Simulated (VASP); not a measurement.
# HgH3 (P-6m2) in VASP: notebook

The runs below take HgH3 through relaxation of cell and atoms, single point, with PBE.

All numbers are computed with VASP 6.6.1; they aren't measurements. Logs are shortened: lines on timing, memory, paths and dates and some standing lists are left out, and cuts for length are marked.

### Step 1. The cell of the first run

It takes space group P-6m2 (No. 187, hexagonal). The conventional cell has a = 3.720 Å, b = 3.720 Å, c = 4.474 Å, α = 90.00°, β = 90.00°, γ = 120.00°. Within 3.3 Å of Hg (site symmetry -6m2) lie 6 H at 2.54 Å. H (site symmetry mm2) has 4 H at 1.65 to 2.07 Å within 2.2 Å.

The cell was generated, and may not be a known phase.

### Step 2. Relaxation of cell and atoms, PBE

The input, INCAR:

```
PREC = Accurate ; ENCUT = 600
EDIFF = 1E-6 ; ISMEAR = 0
SIGMA = 0.1 ; LREAL = F
LASPH = T ; NELM = 80
ALGO = Normal ; ISIF = 3
LWAVE = F ; LCHARG = F
GGA = PE ; IBRION = 2
NSW = 90 ; EDIFFG = -0.04
```

The input, KPOINTS:

```
Automatic mesh
0
Gamma
  6 6 4
```

The input, POSCAR:

```
HgH3
1.0
    3.7204137200      0.0000000000      0.0000000000
   -1.8602068600      3.2219728000      0.0000000000
    0.0000000000      0.0000000000      4.4735738400
Hg H
1 3
Direct
    0.0000000000      0.0000000000      0.0000000000
    0.8147562300      0.1852437700      0.5000000000
    0.8147562300      0.6295124600      0.5000000000
    0.3704875400      0.1852437700      0.5000000000
```

Potentials or basis: VASP PAW PBE potentials, release 64 (Hg, H).

The run is started by

```bash
$ cat potpaw_PBE.64/Hg/POTCAR potpaw_PBE.64/H/POTCAR > POTCAR
$ mpirun -np 1 vasp_std > vasp.out
```

OUTCAR:

```text
PREC = Accurate
   ENCUT = 600
   EDIFF = 1E-6
   ISMEAR = 0
   LREAL = F
   LASPH = T
   NELM = 80
   ISIF = 3
   GGA = PE
   IBRION = 2
   NSW = 90
   EDIFFG = -0.04

 ion  position               nearest neighbor table
   1  0.000  0.000  0.000-
   2  0.815  0.185  0.500-
   3  0.815  0.630  0.500-
   4  0.370  0.185  0.500-

  LATTYP: Found a hexagonal cell.
 ALAT       =     3.7204137200
 C/A-ratio  =     1.2024398835

  Lattice vectors:

 A1 = (   3.7204137200,   0.0000000000,   0.0000000000)
 A2 = (  -1.8602068600,   3.2219728000,   0.0000000000)
 A3 = (   0.0000000000,   0.0000000000,   4.4735738400)

Analysis of symmetry for initial positions (statically):
=====================================================================
 Subroutine PRICEL returns:
 Original cell was already a primitive cell.

 Routine SETGRP: Setting up the symmetry group for a
 hexagonal supercell.

 Subroutine GETGRP returns: Found 12 space group operations
 (whereof 12 operations were pure point group operations)
 out of a pool of 24 trial point group operations.

The static configuration has the point symmetry D_3h.

Analysis of symmetry for dynamics (positions and initial velocities):
=====================================================================
 Subroutine PRICEL returns:
 Original cell was already a primitive cell.

 Routine SETGRP: Setting up the symmetry group for a
 hexagonal supercell.

 Subroutine GETGRP returns: Found 12 space group operations
 (whereof 12 operations were pure point group operations)
 out of a pool of 24 trial point group operations.

The dynamic configuration has the point symmetry D_3h.

 Subroutine INISYM returns: Found 12 space group operations
 (whereof 12 operations are pure point group operations),
 and found     1 'primitive' translations

----------------------------------------------------------------------------------------

                                     Primitive cell

  volume of cell :      53.6251

  direct lattice vectors                    reciprocal lattice vectors
     3.720413720  0.000000000  0.000000000     0.268787311  0.155184426  0.000000000
    -1.860206860  3.221972800  0.000000000     0.000000000  0.310368852  0.000000000
     0.000000000  0.000000000  4.473573840     0.000000000  0.000000000  0.223534927

  length of vectors
     3.720413720  3.720413725  4.473573840     0.310368853  0.310368852  0.223534927

  position of ions in fractional coordinates (direct lattice)
     0.000000000  0.000000000  0.000000000
     0.814756230  0.185243770  0.500000000
     0.814756230  0.629512460  0.500000000
     0.370487540  0.185243770  0.500000000

  ion indices of the primitive-cell ions
   primitive index   ion index
                 1           1
                 2           2
                 3           3
                 4           4

----------------------------------------------------------------------------------------

 KPOINTS: Automatic mesh

Automatic generation of k-mesh.
 Grid dimensions read from file:
 generate k-points for:    6    6    4

 Generating k-lattice:

  Cartesian coordinates                     Fractional coordinates (reciprocal lattice)
     0.044797885  0.025864071  0.000000000     0.166666667  0.000000000  0.000000000
     0.000000000  0.051728142  0.000000000     0.000000000  0.166666667  0.000000000
     0.000000000  0.000000000  0.055883732     0.000000000  0.000000000  0.250000000

  Length of vectors
     0.051728142  0.051728142  0.055883732

  Shift w.r.t. Gamma in fractional coordinates (k-lattice)
     0.000000000  0.000000000  0.000000000

 Subroutine IBZKPT returns following result:
 ===========================================

 Found     21 irreducible k-points:

 Following reciprocal coordinates:
            Coordinates               Weight
  0.000000  0.000000  0.000000      1.000000
  0.166667 -0.000000  0.000000      6.000000
  0.333333  0.000000  0.000000      6.000000
  0.500000  0.000000  0.000000      3.000000
  0.166667  0.166667  0.000000      6.000000
  0.333333  0.166667  0.000000     12.000000
[... 13 lines left out ...]
  0.333333  0.166667  0.500000     12.000000
  0.333333  0.333333  0.500000      2.000000
   k-points           NKPTS =     21   k-points in BZ     NKDIM =     21   number of bands    NBANDS=     11
   number of dos      NEDOS =    301   number of ions     NIONS =      4
   total plane-waves  NPLWV =  32400
   dimension x,y,z NGX =    30 NGY =   30 NGZ =   36
   dimension x,y,z NGXF=    60 NGYF=   60 NGZF=   72
   ions per type =               1   3
   NGX,Y,Z   is equivalent  to a cutoff of  13.41, 13.41, 13.38 a.u.
   NGXF,Y,Z  is equivalent  to a cutoff of  26.81, 26.81, 26.76 a.u.
 SYSTEM =  unknown system
   PREC   = accura    normal or accurate (medium, high low for compatibility)
   ISTART =      0    job   : 0-new  1-cont  2-samecut
   ICHARG =      2    charge: 1-file 2-atom 10-const
   ISPIN  =      1    spin polarized calculation?
   LNONCOLLINEAR =      F non collinear calculations
   LSORBIT =      F    spin-orbit coupling
   LASPH  =      T    aspherical Exc in radial PAW
   ENCUT  =  600.0 eV  44.10 Ry    6.64 a.u.   7.43  7.43  8.93*2*pi/ulx,y,z
   NELM   =     80;   NELMIN=  2; NELMDL= -5     # of ELM steps
   EDIFF  = 0.1E-05   stopping-criterion for ELM
   LREAL  =      F    real-space projection
   EDIFFG = -.4E-01   stopping-criterion for IOM
   NSW    =     90    number of steps for IOM
   IBRION =      2    ionic relax: 0-MD 1-quasi-New 2-CG
   NFREE  =      1    steps in history (QN), initial steepest desc. (CG)
   ISIF   =      3    stress and relaxation
   ISYM   =      2    0-nonsym 1-usesym 2-fastsym
   POTIM  = 0.5000    time-step for ionic-motion
   TEBEG  =    0.0;   TEEND  =   0.0 temperature during run
   PSTRESS=    0.0 pullay stress
   NELECT =      15.0000    total number of electrons
   NUPDOWN=      -1.0000    fix difference up-down
   EMIN   =  10.00;   EMAX   =-10.00  energy-range for DOS
   EFERMI =   0.00;   METHOD = LEGACY
   ISMEAR =     0;   SIGMA  =   0.10  broadening in eV -4-tet -1-fermi 0-gaus
   EFERMI_NEDOS =   21; number of points for ismear=-14 and -15
   IALGO  =     38    algorithm
   IMIX   =      4    mixing-type and parameters
     AMIX     =   0.40;   BMIX     =  1.00
     AMIX_MAG =   1.60;   BMIX_MAG =  1.00
  volume/ion in A,a.u.               =      13.41        90.47
  Fermi-wavevector in a.u.,A,eV,Ry     =   1.070654  2.023244 15.596373  1.146301
  Thomas-Fermi vector in A             =   2.206371
   LORBIT       =      0    0 simple, 1 ext, 2 COOP (PROOUT), +10 PAW based schemes
   GGA     = PE    functional components
   LHFCALC =     F    Hartree Fock is set to
   AEXX    =    0.0000 exact exchange contribution
   IVDW    =     0    specifies the selected vdW correction
   LEPSILON=     F    determine dielectric tensor
   LRPA    =     F    only Hartree local field effects (RPA)
 conjugate gradient relaxation of ions
 non-spin polarized calculation
 Gauss-broadening in eV      SIGMA  =   0.10
  energy-cutoff  :      600.00
  volume of cell :       53.63
 maximum number of plane-waves:      1811
 NGX is ok and might be reduce to    30
   NGX = 15   NGY = 15   NGZ = 17

--------------------------------------- Ionic step        1  -------------------------------------------

 number of electron      14.9999998 magnetization

 Free energy of the ion-electron system (eV)
  ---------------------------------------------------
  ext. energy  EPLUGINS =         0.00000000
  ---------------------------------------------------
  free energy    TOTEN  =        -6.06845130 eV

  energy without entropy =       -6.05728039  energy(sigma->0) =       -6.06286585

 E-fermi :  -0.4641     XC(G=0):  -8.6094

 val. band max:       -0.5018833654   @ k =   0.1667   0.1667   0.2500
 cond. band min:      -0.3639982562   @ k =   0.5000   0.0000   0.2500
 fundamental gap:      0.1378851092
 Fermi energy:        -0.4640669842

 k-point     1 :       0.0000    0.0000    0.0000
  band No.  band energies     occupation
      1      -8.6374      2.00000
      2      -6.6274      2.00000
      3      -6.4385      2.00000
      4      -6.4385      2.00000
      5      -6.1932      2.00000
      6      -6.1932      2.00000
      7      -1.4058      2.00000
      8       2.0761      0.00000
      9       2.0761      0.00000
     10       2.3043      0.00000
     11       9.4286      0.00000
[... 385 lines left out ...]
  FREE ENERGIE OF THE ION-ELECTRON SYSTEM (eV)
  ---------------------------------------------------
  free  energy   TOTEN  =        -7.3133331199 eV

  energy  without entropy=       -7.3080883208  energy(sigma->0) =       -7.31071072

 E-fermi :   2.3621     XC(G=0): -10.2927

 val. band max:        2.3616110884   @ k =   0.1667   0.1667   0.5000
 cond. band min:       2.5960670554   @ k =   0.0000   0.0000   0.0000
 fundamental gap:      0.2344559670
 Fermi energy:         2.3621481617

 k-point     1 :       0.0000    0.0000    0.0000
  band No.  band energies     occupation
      1     -10.4010      2.00000
      2      -5.8610      2.00000
      3      -4.7214      2.00000
      4      -4.7214      2.00000
      5      -3.9227      2.00000
      6      -3.9227      2.00000
      7      -1.6958      2.00000
      8       2.5961      0.00094
      9       8.3758      0.00000
     10       8.3758      0.00000
     11      12.5845      0.00000
[... 267 lines left out ...]
 k-point    21 :       0.3333    0.3333    0.5000
  band No.  band energies     occupation
      1      -7.8489      2.00000
      2      -4.8591      2.00000
      3      -4.5530      2.00000
      4      -4.5041      2.00000
      5      -4.1248      2.00000
      6      -3.9635      2.00000
      7       0.3248      2.00000
      8       2.2551      1.86998
      9       3.7932      0.00000
     10       4.8068      0.00000
     11       5.2936      0.00000

[... ionic steps 4 to 8 ...]

--------------------------------------- Ionic step        9  -------------------------------------------

 number of electron      14.9999998 magnetization

------------------------ aborting loop because EDIFF is reached ----------------------------------------

  FORCE on cell =-STRESS in cart. coord.  units (eV):
  Direction    XX          YY          ZZ          XY          YZ          ZX
  --------------------------------------------------------------------------------------
  -------------------------------------------------------------------------------------
  Total       -0.2014202     -0.2014202      0.1086221      0.0000000      0.0000000     -0.0000000
  in kB       -8.0382449     -8.0382449      4.3348712      0.0000000      0.0000000     -0.0000000
  external PRESSURE =      -3.9138728 kB  Pullay stress =       0.0000000 kB
[... 61 lines left out ...]
  energy  without entropy=       -7.4512443175  energy(sigma->0) =       -7.45267945

--------------------------------------- Ionic step       11  -------------------------------------------

 number of electron      14.9999998 magnetization

 Free energy of the ion-electron system (eV)
  ---------------------------------------------------
  ext. energy  EPLUGINS =         0.00000000
  ---------------------------------------------------
  free energy    TOTEN  =        -7.45530677 eV

  energy without entropy =       -7.45268636  energy(sigma->0) =       -7.45399656

 E-fermi :   1.7739     XC(G=0):  -9.8378

 val. band max:        1.6343580625   @ k =   0.5000   0.0000   0.2500
 cond. band min:       1.7994977011   @ k =   0.1667   0.1667   0.5000
 fundamental gap:      0.1651396385
 Fermi energy:         1.7738923146

 k-point     1 :       0.0000    0.0000    0.0000
  band No.  band energies     occupation
      1     -10.3493      2.00000
      2      -6.1380      2.00000
      3      -5.1333      2.00000
      4      -5.1333      2.00000
      5      -4.4274      2.00000
      6      -4.4274      2.00000
      7      -2.6215      2.00000
      8       1.9316      0.02573
      9       7.4835      0.00000
     10       7.4835      0.00000
     11      11.5383      0.00000
[... 309 lines left out ...]
  FREE ENERGIE OF THE ION-ELECTRON SYSTEM (eV)
  ---------------------------------------------------
  free  energy   TOTEN  =        -7.4553067672 eV

  energy  without entropy=       -7.4526863602  energy(sigma->0) =       -7.45399656

 reached required accuracy - stopping structural energy minimisation
```

It took 56 s on 1 thread of Intel Xeon 6975P-C (Granite Rapids), shared host; peak memory 0.19 GiB.

Results:

```yaml
Free_energy: -7.4553 eV
Relaxed_volume: 10.01 Å³/atom
Relaxed_cell: a = 3.149 Å, b = 3.149 Å, c = 4.662 Å, α = 90.00°, β = 90.00°, γ = 120.00°
Space_group_after_relaxing_to_0.1_Å: P-6m2 (No. 187)
Energy_gained_by_relaxing: 346.7 meV/atom
Ionic_steps: 11
Pressure_after_relaxing: -0.1 GPa
Largest_force_after_relaxing: 0.029 eV/Å
Band_gap_on_the_k_mesh: zero (an odd number of electrons rules out a gap without spin polarisation)
```

Forces in eV/Å, atoms in the order of the input:
```
Hg   0.000  0.000  0.000
H    0.025 -0.015  0.000
H    0.000  0.029  0.000
H   -0.025 -0.015  0.000
```

The path:
| step | energy change (eV) | largest force (eV/Å) | pressure (GPa) | volume (Å³) |
| --- | --- | --- | --- | --- |
| 1 | 0.0000 | 0.9341 | -8.30 | 53.63 |
| 2 | -0.4472 | 1.0422 | -7.60 | 48.40 |
| 3 | -1.2449 | 0.3043 | 6.08 | 34.61 |
| 4 | -1.2457 | 0.5921 | 2.26 | 36.21 |
| 5 | -1.2521 | 0.4560 | 4.09 | 35.38 |
| 6 | -1.3307 | 0.1382 | 4.63 | 36.22 |
| 7 | -1.3318 | 0.2551 | 4.82 | 36.34 |
| 8 | -1.3824 | 0.0443 | 0.83 | 39.04 |
| 9 | -1.3856 | 0.0326 | -0.39 | 40.15 |
| 10 | -1.3857 | 0.0227 | -0.17 | 40.00 |
| 11 | -1.3869 | 0.0291 | -0.09 | 40.05 |

Final structure:
```yaml
crystal:
  lattice:
    - [3.14933, 0.00000, 0.00000]
    - [-1.57467, 2.72740, 0.00000]
    - [0.00000, 0.00000, 4.66231]
  atoms:
    - { symbol: Hg, position: [0.00000, 0.00000, 0.00000] }
    - { symbol: H, position: [0.77776, 0.22224, 0.50000] }
    - { symbol: H, position: [0.77776, 0.55553, 0.50000] }
    - { symbol: H, position: [0.44447, 0.22224, 0.50000] }
```

Caveat: the volume moved by over 15 % at a fixed basis, so the end points are rough; spin-orbit coupling is left out, which moves the levels of the heavy elements.

### Step 3. Single point, PBE

This run uses another cell than the first one, of 10.68 Å³/atom.

The input, INCAR:

```
PREC = Accurate
ENCUT = 520
EDIFF = 1E-6
ISMEAR = 0
SIGMA = 0.1
LREAL = False
LASPH = True
NELM = 60
ALGO = Normal
ISIF = 2
LWAVE = False
LCHARG = False
GGA = PE
NBANDS = 16
```

The input, KPOINTS:

```
Automatic mesh
0
Gamma
  18 18 10
```

The input, POSCAR:

```
HgH3
1.0
    2.8408935493      0.0000000000      0.0000000000
   -1.4204467747      2.4602859832      0.0000000000
    0.0000000000      0.0000000000      6.1125185279
Hg H
1 3
Direct
    0.0000000000      0.0000000000      0.0000000000
    0.8175549769      0.1824450231      0.5000000000
    0.8175549769      0.6351099537      0.5000000000
    0.3648900463      0.1824450231      0.5000000000
```

Potentials or basis: VASP PAW PBE potentials, release 64 (Hg, H).

The run is started by

```bash
$ cat potpaw_PBE.64/Hg/POTCAR potpaw_PBE.64/H/POTCAR > POTCAR
$ mpirun -np 1 vasp_std > vasp.out
```

It took 59 s on 1 thread of Intel Xeon 6975P-C (Granite Rapids), shared host; peak memory 0.27 GiB.

Results (log left out):

* Free energy: -7.4675 eV
* Pressure: 0.3 GPa
* Largest force: 0.008 eV/Å
* Band gap on the k mesh: zero (an odd number of electrons rules out a gap without spin polarisation)

Forces on the atoms (eV/Å):
```
Hg   0.000  0.000  0.000
H    0.007 -0.004  0.000
H    0.000  0.008  0.000
H   -0.007 -0.004  0.000
```

Stress tensor (GPa, compression positive):
```
 0.43  0.00  0.00
 0.00  0.43  0.00
 0.00  0.00 -0.10
```

Levels at points of the mesh, in eV from the Fermi level:
| k point | band 3 | band 4 | band 5 | band 6 | band 7 | band 8 | band 9 | band 10 | band 11 | band 12 |
| --- | --- | --- | --- | --- | --- | --- | --- | --- | --- | --- |
| (0.00, 0.00, 0.00) | -7.85 | -7.85 | -6.44 | -6.44 | -6.42 | -1.28 | 8.36 | 8.36 | 9.15 | 10.66 |
| (0.50, 0.00, 0.00) | -6.96 | -6.79 | -6.12 | -5.64 | -2.82 | -0.45 | 0.86 | 4.62 | 6.06 | 7.86 |
| (0.00, 0.00, 0.50) | -7.85 | -7.85 | -6.95 | -6.44 | -6.44 | 0.46 | 4.84 | 8.38 | 8.38 | 15.02 |
| (0.50, 0.00, 0.50) | -6.79 | -6.73 | -6.27 | -5.64 | -2.76 | -0.78 | 0.42 | 6.12 | 6.47 | 9.57 |

Caveat: spin-orbit coupling is left out, which moves the levels of the heavy elements.

(Continued in part 2 of 2.)

The gap in the log of VASP goes by the Fermi energy; the results here count the filled bands.